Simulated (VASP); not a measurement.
Runs of VASP 6.6.1 on Hg. The structure is that of space group Fm-3m (No. 225), or close to it. The cells are those of the table. 

```csv
task,cell,k mesh,cutoff (eV),gap on the mesh (eV),pressure (GPa)
single point,"a = 5.358 Å, angles 60.0°, 1 atom",12 × 12 × 12,520,4.39,0.0
single point,"a = 5.286 Å, angles 60.0°, 1 atom",8 × 8 × 8,520,(a),0.0
single point,"a = 5.358 Å, angles 60.0°, 1 atom",8 × 8 × 8,520,4.39,0.0
relaxation of cell and atoms,"relaxed from a = 3.195 Å, angles 60.0°, 1 atom",12 × 12 × 12,600,2.60,0.0
```

Alike in all rows: level revPBE; potentials or basis VASP PAW PBE potentials, release 64 (Hg); no spin polarisation; smearing fermi-dirac 0.1 eV.

**Question.** Estimate the missing entries.

**Answer.** (a) 4.33.

Caveats: the PAW data sets were made with another functional, which shifts forces and pressure a little; spin-orbit coupling is left out, which moves the levels of the heavy elements.

A k mesh can miss the band edges, and the runs leave out spin-orbit coupling on Hg.
